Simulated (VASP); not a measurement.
The system is Zr.

```
Zr
1.0
     3.23200    0.00000    0.00000
    -1.61600    2.79899    0.00000
     0.00000    0.00000    5.14700
Zr
2
Direct
  0.66667 0.33333 0.75000
  0.33333 0.66667 0.25000
```

```yaml
Program: VASP 6.6.1
Task: relaxation of cell and atoms
Functional: PBEsol
Potentials_or_basis: VASP PAW PBE potentials, release 64 (Zr_sv)
Cutoff: 600 eV
k_mesh: 9 × 9 × 5
Occupations: fermi-dirac, width 0.05 eV
Spin: no spin polarisation
```

At the start: pressure -3.2 GPa; volume 23.28 Å³/atom.

Task: Where does the relaxation end?

Result: Over 6 steps the energy falls by 8.7 meV/atom and the volume is 22.47 Å³/atom (-3.5 %); space group P6_3/mmc (No. 194, to 0.1 Å) before and after.

Step by step:
| step | energy change (eV) | largest force (eV/Å) | pressure (GPa) | volume (Å³) |
| --- | --- | --- | --- | --- |
| 1 | 0.0000 | 0.0000 | -3.22 | 46.56 |
| 2 | -0.0005 | 0.0000 | 3.60 | 43.48 |
| 3 | -0.0167 | 0.0000 | 0.02 | 44.98 |
| 4 | -0.0167 | 0.0000 | 0.14 | 44.95 |
| 5 | -0.0172 | 0.0000 | 0.07 | 44.95 |
| 6 | -0.0173 | 0.0000 | 0.06 | 44.95 |

Final structure:
```cif
data_structure
_symmetry_space_group_name_H-M 'P 1'
_symmetry_Int_Tables_number 1
_cell_length_a 3.1821
_cell_length_b 3.1821
_cell_length_c 5.1254
_cell_angle_alpha 90.000
_cell_angle_beta 90.000
_cell_angle_gamma 120.000
_cell_volume 44.95
loop_
_atom_site_label
_atom_site_type_symbol
_atom_site_fract_x
_atom_site_fract_y
_atom_site_fract_z
_atom_site_occupancy
Zr1 Zr 0.66667 0.33333 0.75000 1
Zr2 Zr 0.33333 0.66667 0.25000 1
```

Caveat: the PAW data sets were made with another functional, which shifts forces and pressure a little.
